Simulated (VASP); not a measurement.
# GaSb in VASP: a series of runs

Runs on GaSb. Level: r2SCAN. Tasks: single point.

Everything below comes from runs of VASP 6.6.1. Logs are shortened: lines on timing, memory, paths and dates and some standing lists are left out, and cuts for length are marked.

## 1. The cell of the first run

Symmetry: F-43m, No. 216, cubic system. Conventional cell: a = 6.424 Å, b = 6.424 Å, c = 6.424 Å, α = 90.00°, β = 90.00°, γ = 90.00°. Ga (site symmetry -43m) has 4 Sb at 2.78 Å within 3.7 Å. Within 3.7 Å of Sb (site symmetry -43m) lie 4 Ga at 2.78 Å.

## 2. Single point, r2SCAN (strain +0.050 along x and y, +0.050 along z)

File POSCAR:

```
GaSb
1.0
    0.0000000000      3.2119500000      3.2119500000
    3.2119500000      0.0000000000      3.2119500000
    3.2119500000      3.2119500000      0.0000000000
Ga Sb
1 1
Direct
    0.0000000000      0.0000000000      0.0000000000
    0.7500000000      0.7500000000      0.7500000000
```

File INCAR.step1:

```
SYSTEM = GaSb
  ALGO = Normal
  EDIFF = 1E-4
  ENCUT = 520
  GGA = PE
  ISMEAR = 0
  LASPH = .True.
  LCHARG = .False.
  LREAL = .False.
  LWAVE = .True.
  NBANDS = 16
  NELM = 100
  PREC = Accurate
  SIGMA = 0.05
```

File INCAR.step2:

```
SYSTEM = GaSb
  ALGO = Normal
  EDIFF = 1E-6
  ENCUT = 520
  ISIF = 2
  ISMEAR = 0
  ISTART = 1
  LASPH = .True.
  LCHARG = .False.
  LMIXTAU = .True.
  LREAL = .False.
  LWAVE = .False.
  METAGGA = R2SCAN
  NBANDS = 16
  NELM = 100
  PREC = Accurate
  SIGMA = 0.05
```

File KPOINTS:

```
k-points
0
Gamma
  10 10 10
  0 0 0
```

Potentials or basis: VASP PAW PBE potentials, release 64 (Ga_d, Sb).

Command:

```console
$ cat potpaw_PBE.64/Ga_d/POTCAR potpaw_PBE.64/Sb/POTCAR > POTCAR
$ cp INCAR.step1 INCAR
$ mpirun -np 1 vasp_std > vasp.out
$ cp INCAR.step2 INCAR
$ mpirun -np 1 vasp_std > vasp.out
```

OUTCAR:

```text
SYSTEM = GaSb
   EDIFF = 1E-6
   ENCUT = 520
   ISIF = 2
   ISMEAR = 0
   ISTART = 1
   LASPH = .True.
   LREAL = .False.
   METAGGA = R2SCAN
   NELM = 100
   PREC = Accurate

 ion  position               nearest neighbor table
   1  0.000  0.000  0.000-   2 2.78   2 2.78   2 2.78   2 2.78
   2  0.750  0.750  0.750-   1 2.78   1 2.78   1 2.78   1 2.78

  LATTYP: Found a face centered cubic cell.
 ALAT       =     6.4239000000

  Lattice vectors:

 A1 = (   0.0000000000,   3.2119500000,   3.2119500000)
 A2 = (   3.2119500000,   0.0000000000,   3.2119500000)
 A3 = (   3.2119500000,   3.2119500000,   0.0000000000)

Analysis of symmetry for initial positions (statically):
=====================================================================
 Subroutine PRICEL returns:
 Original cell was already a primitive cell.

 Routine SETGRP: Setting up the symmetry group for a
 face centered cubic supercell.

 Subroutine GETGRP returns: Found 24 space group operations
 (whereof 24 operations were pure point group operations)
 out of a pool of 48 trial point group operations.

The static configuration has the point symmetry T_d .

Analysis of symmetry for dynamics (positions and initial velocities):
=====================================================================
 Subroutine PRICEL returns:
 Original cell was already a primitive cell.

 Routine SETGRP: Setting up the symmetry group for a
 face centered cubic supercell.

 Subroutine GETGRP returns: Found 24 space group operations
 (whereof 24 operations were pure point group operations)
 out of a pool of 48 trial point group operations.

The dynamic configuration has the point symmetry T_d .

 Subroutine INISYM returns: Found 24 space group operations
 (whereof 24 operations are pure point group operations),
 and found     1 'primitive' translations

----------------------------------------------------------------------------------------

                                     Primitive cell

  volume of cell :      66.2730

  direct lattice vectors                    reciprocal lattice vectors
     0.000000000  3.211950000  3.211950000    -0.155668675  0.155668675  0.155668675
     3.211950000  0.000000000  3.211950000     0.155668675 -0.155668675  0.155668675
     3.211950000  3.211950000  0.000000000     0.155668675  0.155668675 -0.155668675

  length of vectors
     4.542383252  4.542383252  4.542383252     0.269626054  0.269626054  0.269626054

  position of ions in fractional coordinates (direct lattice)
     0.000000000  0.000000000  0.000000000
     0.750000000  0.750000000  0.750000000

  ion indices of the primitive-cell ions
   primitive index   ion index
                 1           1
                 2           2

----------------------------------------------------------------------------------------

 KPOINTS: k-points

Automatic generation of k-mesh.
 Grid dimensions read from file:
 generate k-points for:   10   10   10

 Generating k-lattice:

  Cartesian coordinates                     Fractional coordinates (reciprocal lattice)
    -0.015566867  0.015566867  0.015566867     0.100000000  0.000000000  0.000000000
     0.015566867 -0.015566867  0.015566867     0.000000000  0.100000000  0.000000000
     0.015566867  0.015566867 -0.015566867     0.000000000  0.000000000  0.100000000

  Length of vectors
     0.026962605  0.026962605  0.026962605

  Shift w.r.t. Gamma in fractional coordinates (k-lattice)
     0.000000000  0.000000000  0.000000000

 Subroutine IBZKPT returns following result:
 ===========================================

 Found     47 irreducible k-points:

 Following reciprocal coordinates:
            Coordinates               Weight
  0.000000  0.000000  0.000000      1.000000
  0.100000  0.000000  0.000000      8.000000
  0.200000  0.000000  0.000000      8.000000
  0.300000  0.000000  0.000000      8.000000
  0.400000  0.000000  0.000000      8.000000
  0.500000  0.000000  0.000000      4.000000
[... 16 lines left out ...]
  0.300000  0.300000  0.000000      6.000000
  0.400000  0.300000  0.000000     24.000000
 [... further k-points ...]
   k-points           NKPTS =     47   k-points in BZ     NKDIM =     47   number of bands    NBANDS=     16
   number of dos      NEDOS =    301   number of ions     NIONS =      2
   total plane-waves  NPLWV =  46656
   dimension x,y,z NGX =    36 NGY =   36 NGZ =   36
   dimension x,y,z NGXF=    72 NGYF=   72 NGZF=   72
   ions per type =               1   1
   NGX,Y,Z   is equivalent  to a cutoff of  13.18, 13.18, 13.18 a.u.
   NGXF,Y,Z  is equivalent  to a cutoff of  26.35, 26.35, 26.35 a.u.
 SYSTEM =  GaSb
   PREC   = accura    normal or accurate (medium, high low for compatibility)
   ISTART =      1    job   : 0-new  1-cont  2-samecut
   ICHARG =      0    charge: 1-file 2-atom 10-const
   ISPIN  =      1    spin polarized calculation?
   LNONCOLLINEAR =      F non collinear calculations
   LSORBIT =      F    spin-orbit coupling
   LASPH  =      T    aspherical Exc in radial PAW
   ENCUT  =  520.0 eV  38.22 Ry    6.18 a.u.   8.45  8.45  8.45*2*pi/ulx,y,z
   NELM   =    100;   NELMIN=  2; NELMDL=  0     # of ELM steps
   EDIFF  = 0.1E-05   stopping-criterion for ELM
   LREAL  =      F    real-space projection
   EDIFFG = 0.1E-04   stopping-criterion for IOM
   NSW    =      0    number of steps for IOM
   IBRION =     -1    ionic relax: 0-MD 1-quasi-New 2-CG
   NFREE  =      0    steps in history (QN), initial steepest desc. (CG)
   ISIF   =      2    stress and relaxation
   ISYM   =      2    0-nonsym 1-usesym 2-fastsym
   POTIM  = 0.5000    time-step for ionic-motion
   TEBEG  =    0.0;   TEEND  =   0.0 temperature during run
   PSTRESS=    0.0 pullay stress
   NELECT =      18.0000    total number of electrons
   NUPDOWN=      -1.0000    fix difference up-down
   EMIN   =  10.00;   EMAX   =-10.00  energy-range for DOS
   EFERMI =   0.00;   METHOD = LEGACY
   ISMEAR =     0;   SIGMA  =   0.05  broadening in eV -4-tet -1-fermi 0-gaus
   EFERMI_NEDOS =   21; number of points for ismear=-14 and -15
   IALGO  =     38    algorithm
   IMIX   =      4    mixing-type and parameters
     AMIX     =   0.40;   BMIX     =  1.00
     AMIX_MAG =   1.60;   BMIX_MAG =  1.00
  volume/ion in A,a.u.               =      33.14       223.62
  Fermi-wavevector in a.u.,A,eV,Ry     =   1.060198  2.003483 15.293212  1.124019
  Thomas-Fermi vector in A             =   2.195570
   LORBIT       =      0    0 simple, 1 ext, 2 COOP (PROOUT), +10 PAW based schemes
   METAGGA = R2SCAN    functional components
   LHFCALC =     F    Hartree Fock is set to
   AEXX    =    0.0000 exact exchange contribution
   IVDW    =     0    specifies the selected vdW correction
   LEPSILON=     F    determine dielectric tensor
   LRPA    =     F    only Hartree local field effects (RPA)
 non-spin polarized calculation
 Gauss-broadening in eV      SIGMA  =   0.05
  energy-cutoff  :      520.00
  volume of cell :       66.27
 maximum number of plane-waves:      1816
 NGX is ok and might be reduce to    36
   NGX = 17   NGY = 17   NGZ = 17

 number of electron      18.0000004 magnetization

 Free energy of the ion-electron system (eV)
  ---------------------------------------------------
  ext. energy  EPLUGINS =         0.00000000
  ---------------------------------------------------
  free energy    TOTEN  =       -37.44508455 eV

  energy without entropy =      -37.44500738  energy(sigma->0) =      -37.44504596

 E-fermi :   3.3041     XC(G=0):  -9.0605

 val. band max:        3.2888632814   @ k =   0.0000   0.0000   0.0000
 cond. band min:       3.6602062036   @ k =   0.5000   0.0000   0.0000
 fundamental gap:      0.3713429222
 Fermi energy:         3.3040866677

 k-point     1 :       0.0000    0.0000    0.0000
  band No.  band energies     occupation
      1     -11.9858      2.00000
      2     -11.9858      2.00000
      3     -11.9857      2.00000
      4     -11.9489      2.00000
      5     -11.9489      2.00000
      6      -7.6823      2.00000
[... 8 lines left out ...]
     15      12.0497      0.00000
     16      12.0497      0.00000

 k-point     2 :       0.1000    0.0000    0.0000
  band No.  band energies     occupation
      1     -11.9873      2.00000
      2     -11.9850      2.00000
      3     -11.9850      2.00000
      4     -11.9490      2.00000
      5     -11.9490      2.00000
      6      -7.5920      2.00000
[... 8 lines left out ...]
     15      11.5437      0.00000
     16      11.5437      0.00000

 k-point     3 :       0.2000    0.0000    0.0000
  band No.  band energies     occupation
      1     -11.9913      2.00000
      2     -11.9831      2.00000
      3     -11.9831      2.00000
      4     -11.9491      2.00000
      5     -11.9491      2.00000
      6      -7.3313      2.00000
[... 8 lines left out ...]
     15      11.1556      0.00000
     16      11.1556      0.00000

 k-point     4 :       0.3000    0.0000    0.0000
  band No.  band energies     occupation
      1     -11.9963      2.00000
      2     -11.9810      2.00000
      3     -11.9809      2.00000
      4     -11.9490      2.00000
      5     -11.9490      2.00000
      6      -6.9391      2.00000
[... 8 lines left out ...]
     15      11.4014      0.00000
     16      11.4014      0.00000
[... 324 lines left out ...]
 k-point    22 :      -0.2000    0.2000    0.0000
  band No.  band energies     occupation
      1     -11.9985      2.00000
      2     -11.9802      2.00000
      3     -11.9789      2.00000
      4     -11.9499      2.00000
      5     -11.9487      2.00000
      6      -6.7980      2.00000
[... 8 lines left out ...]
     15      12.1805      0.00000
     16      12.5211      0.00000

 k-point    23 :       0.3000    0.3000    0.0000
  band No.  band energies     occupation
      1     -12.0044      2.00000
      2     -11.9758      2.00000
      3     -11.9757      2.00000
      4     -11.9529      2.00000
      5     -11.9469      2.00000
      6      -6.6573      2.00000
[... 8 lines left out ...]
     15      13.2002      0.00000
     16      13.2438      0.00000

 k-point    24 :       0.4000    0.3000    0.0000
  band No.  band energies     occupation
      1     -12.0076      2.00000
      2     -11.9741      2.00000
      3     -11.9738      2.00000
      4     -11.9535      2.00000
      5     -11.9467      2.00000
      6      -6.3010      2.00000
[... 8 lines left out ...]
     15      13.6017      0.00000
     16      13.7260      0.00000

 [... further k-points ...]
[... 5 lines left out ...]
  --------------------------------------------------------------------------------------
  -------------------------------------------------------------------------------------
  Total       -2.1812655     -2.1812655     -2.1812655      0.0000000      0.0000000      0.0000000
  in kB      -52.7330374    -52.7330374    -52.7330374      0.0000000      0.0000000      0.0000000
  external PRESSURE =     -52.7330374 kB  Pullay stress =       0.0000000 kB

 VOLUME and BASIS-vectors are now :
 -----------------------------------------------------------------------------
  energy-cutoff  :      520.00
  volume of cell :       66.27
      direct lattice vectors                 reciprocal lattice vectors
     0.000000000  3.211950000  3.211950000    -0.155668675  0.155668675  0.155668675
     3.211950000  0.000000000  3.211950000     0.155668675 -0.155668675  0.155668675
     3.211950000  3.211950000  0.000000000     0.155668675  0.155668675 -0.155668675

 POSITION                                       TOTAL-FORCE (eV/Angst)
 -----------------------------------------------------------------------------------
      0.00000      0.00000      0.00000        -0.000000     -0.000000     -0.000000
      4.81792      4.81792      4.81792         0.000000      0.000000      0.000000
 -----------------------------------------------------------------------------------
    total drift:                               -0.000004     -0.000004     -0.000003

  FREE ENERGIE OF THE ION-ELECTRON SYSTEM (eV)
  ---------------------------------------------------
  free  energy   TOTEN  =       -37.4450845476 eV

  energy  without entropy=      -37.4450073819  energy(sigma->0) =      -37.44504596
```

It took 2.1 min on 1 thread of Intel Xeon Platinum 8259CL at 2.50GHz (Skylake/Cascade Lake), shared host; peak memory 0.25 GiB.

Results:

```yaml
Free_energy: -37.4451 eV
Pressure: -5.3 GPa
Band_gap_on_the_k_mesh: zero (filled and empty bands touch)
```

Caveat: the cell differs from its parent crystal (strain +0.050 along x and y, +0.050 along z); the PAW data sets were made with another functional, which shifts forces and pressure a little; spin-orbit coupling is left out, which moves the levels of the heavy elements.

## 3. Single point, r2SCAN (strain -0.050 along x and y, -0.025 along z)

File POSCAR:

```
GaSb
1.0
    0.0000000000      2.9060500000      2.9825250000
    2.9060500000      0.0000000000      2.9825250000
    2.9060500000      2.9060500000      0.0000000000
Ga Sb
1 1
Direct
    0.0000000000      0.0000000000      0.0000000000
    0.7500000000      0.7500000000      0.7500000000
```

File INCAR.step1:

```
ALGO     = Normal         # electronic algorithm
EDIFF    = 1E-4           # SCF threshold, eV
ENCUT    = 520            # plane-wave cutoff, eV
GGA      = PE             # functional
ISMEAR   = 0              # smearing method
LASPH    = T              # aspherical terms in the spheres
LCHARG   = F              # write CHGCAR
LREAL    = F              # projectors in reciprocal space
LWAVE    = T              # write WAVECAR
NBANDS   = 16             # bands
NELM     = 100            # most SCF steps
PREC     = Accurate       # precision mode
SIGMA    = 0.05           # smearing width, eV
```

File INCAR.step2:

```
ALGO     = Normal         # electronic algorithm
EDIFF    = 1E-6           # SCF threshold, eV
ENCUT    = 520            # plane-wave cutoff, eV
ISIF     = 2              # what is computed and relaxed
ISMEAR   = 0              # smearing method
ISTART   = 1            
LASPH    = T              # aspherical terms in the spheres
LCHARG   = F              # write CHGCAR
LMIXTAU  = T            
LREAL    = F              # projectors in reciprocal space
LWAVE    = F              # write WAVECAR
METAGGA  = R2SCAN         # meta-GGA
NBANDS   = 16             # bands
NELM     = 100            # most SCF steps
PREC     = Accurate       # precision mode
SIGMA    = 0.05           # smearing width, eV
```

File KPOINTS:

```
k-points
0
Gamma
  10 10 10
```

Potentials or basis: VASP PAW PBE potentials, release 64 (Ga_d, Sb).

Command:

```console
$ cat potpaw_PBE.64/Ga_d/POTCAR potpaw_PBE.64/Sb/POTCAR > POTCAR
$ cp INCAR.step1 INCAR
$ mpirun -np 1 vasp_std > vasp.out
$ cp INCAR.step2 INCAR
$ mpirun -np 1 vasp_std > vasp.out
```

Run time: 2.4 min. Hardware: 1 thread of Intel Xeon Platinum 8259CL at 2.50GHz (Skylake/Cascade Lake), shared host; peak memory 0.25 GiB.

It converged, with:

| Quantity | Value |
| --- | --- |
| Free energy | -37.3986 eV |
| Pressure | 10.0 GPa |
| Band gap on the k mesh | 0.73 eV, indirect (least direct gap 1.40 eV) |

Stress tensor (GPa, compression positive):
```
10.44  0.00  0.00
 0.00 10.44  0.00
 0.00  0.00  9.05
```

Levels at points of the mesh, in eV from the valence-band top:
```
           k point  band 6  band 7  band 8  band 9  band 10  band 11  band 12  band 13
(0.00, 0.00, 0.00)  -13.00   -0.19    0.00    0.00     1.40     2.82     2.82     2.91
(0.50, 0.00, 0.00)  -10.92   -7.38   -1.63   -1.39     0.92     3.85     4.00     6.78
(0.50, 0.50, 0.00)   -9.91   -7.88   -3.14   -3.14     1.04     1.29    10.08    10.08
(0.50, 0.00, 0.50)   -9.78   -7.73   -3.34   -3.31     0.81     1.09    10.02    10.04
```

Caveat: the cell differs from its parent crystal (strain -0.050 along x and y, -0.025 along z); the PAW data sets were made with another functional, which shifts forces and pressure a little; spin-orbit coupling is left out, which moves the levels of the heavy elements. A k mesh can miss the band edges.

## 4. Single point, r2SCAN (strain -0.050 along x and y, +0.000 along z)

File POSCAR:

```
GaSb
1.0
    0.0000000000      2.9060500000      3.0590000000
    2.9060500000      0.0000000000      3.0590000000
    2.9060500000      2.9060500000      0.0000000000
Ga Sb
1 1
Direct
    0.0000000000      0.0000000000      0.0000000000
    0.7500000000      0.7500000000      0.7500000000
```

File INCAR.step1:

```
ALGO = Normal ; EDIFF = 1E-4
ENCUT = 520 ; GGA = PE
ISMEAR = 0 ; LASPH = True
LCHARG = False ; LREAL = False
LWAVE = True ; NBANDS = 16
NELM = 100 ; PREC = Accurate
SIGMA = 0.05
```

File INCAR.step2:

```
ALGO = Normal ; EDIFF = 1E-7
ENCUT = 520 ; ISIF = 2
ISMEAR = 0 ; ISTART = 1
LASPH = True ; LCHARG = True
LELF = True ; LMIXTAU = True
LREAL = False ; LVHAR = True
LWAVE = False ; METAGGA = R2SCAN
NBANDS = 16 ; NELM = 100
PREC = Accurate ; SIGMA = 0.05
```

KPOINTS is that of step 3.

Command:

```console
$ cat potpaw_PBE.64/Ga_d/POTCAR potpaw_PBE.64/Sb/POTCAR > POTCAR
$ cp INCAR.step1 INCAR
$ mpirun -np 1 vasp_std > vasp.out
$ cp INCAR.step2 INCAR
$ mpirun -np 1 vasp_std > vasp.out
```

Run time: 3.2 min. Hardware: 1 thread of Intel Xeon Platinum 8259CL at 2.50GHz (Skylake/Cascade Lake), shared host; peak memory 0.25 GiB.

Results (log left out):

```yaml
Free_energy: -37.4581 eV
Pressure: 7.7 GPa
Band_gap_on_the_k_mesh: 0.64 eV, indirect (least direct gap 1.11 eV)
```

Stress tensor (GPa, compression positive):
```
8.63 0.00 0.00
0.00 8.63 0.00
0.00 0.00 5.74
```

Levels at points of the mesh, in eV from the valence-band top:
```
           k point  band 6  band 7  band 8  band 9  band 10  band 11  band 12  band 13
(0.00, 0.00, 0.00)  -12.84   -0.37    0.00    0.00     1.11     2.76     2.76     2.94
(0.50, 0.00, 0.00)  -10.83   -7.28   -1.76   -1.28     0.76     3.77     4.04     6.77
(0.50, 0.50, 0.00)   -9.95   -7.88   -2.97   -2.97     1.17     1.42     9.83     9.83
(0.50, 0.00, 0.50)   -9.70   -7.60   -3.35   -3.30     0.72     1.03     9.64     9.67
```

Caveat: the cell differs from its parent crystal (strain -0.050 along x and y, +0.000 along z); the PAW data sets were made with another functional, which shifts forces and pressure a little; spin-orbit coupling is left out, which moves the levels of the heavy elements. A k mesh can miss the band edges.

## 5. Overview

```csv
cell,gap on the mesh (eV),pressure (GPa)
"a = 4.542 Å, angles 60.0°, 2 atoms",none,-5.3
"a = 4.164, b = 4.164, c = 4.110 Å, angles 60.4, 60.4, 59.1°, 2 atoms",0.73,10.0
"a = 4.219, b = 4.219, c = 4.110 Å, angles 60.9, 60.9, 58.3°, 2 atoms",0.64,7.7
```

Alike in all rows: task single point; level r2SCAN; potentials or basis VASP PAW PBE potentials, release 64 (Ga_d, Sb); no spin polarisation; k mesh 10 × 10 × 10; cutoff (eV) 520; smearing gaussian 0.05 eV.

Caveats: the PAW data sets were made with another functional, which shifts forces and pressure a little; spin-orbit coupling is left out, which moves the levels of the heavy elements.

Absolute energies hang on the potentials; compare differences alone.
